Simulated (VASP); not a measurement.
Input of a VASP 6.6.1 run:

File INCAR:

```
SYSTEM = BC7
ALGO = Normal ; EDIFF = 1E-7
ENCUT = 520 ; GGA = PE
ISIF = 2 ; ISMEAR = 0
LASPH = .True. ; LCHARG = .False.
LREAL = .False. ; LWAVE = .False.
NBANDS = 26 ; NELM = 80
PREC = Accurate ; SIGMA = 0.02
```

File KPOINTS:

```
k-points
0
Gamma
  9 9 9
  0 0 0
```

Contents of POSCAR:

```
BC7
1.0
    3.5835832977      0.0000000000      0.0000000000
    0.0000000000      3.5835832977      0.0000000000
    0.0000000000      0.0000000000      3.5835832977
C B
7 1
Direct
    0.2547790000      0.2547790000      0.2547790000
    0.2547790000      0.7452210000      0.7452210000
    0.7452210000      0.2547790000      0.7452210000
    0.7452210000      0.7452210000      0.2547790000
    0.5000000000      0.0000000000      0.5000000000
    0.5000000000      0.5000000000      0.0000000000
    0.0000000000      0.5000000000      0.5000000000
    0.0000000000      0.0000000000      0.0000000000
```

Potentials or basis: VASP PAW PBE potentials, release 64 (C, B).

Run with:

```sh
$ cat potpaw_PBE.64/C/POTCAR potpaw_PBE.64/B/POTCAR > POTCAR
$ mpirun -np 1 vasp_std > vasp.out
```

(1) Estimate the largest force.

(2) What does it give for the pressure?

## Answers

(1) 0.028 eV/Å.

(2) 12.8 GPa.
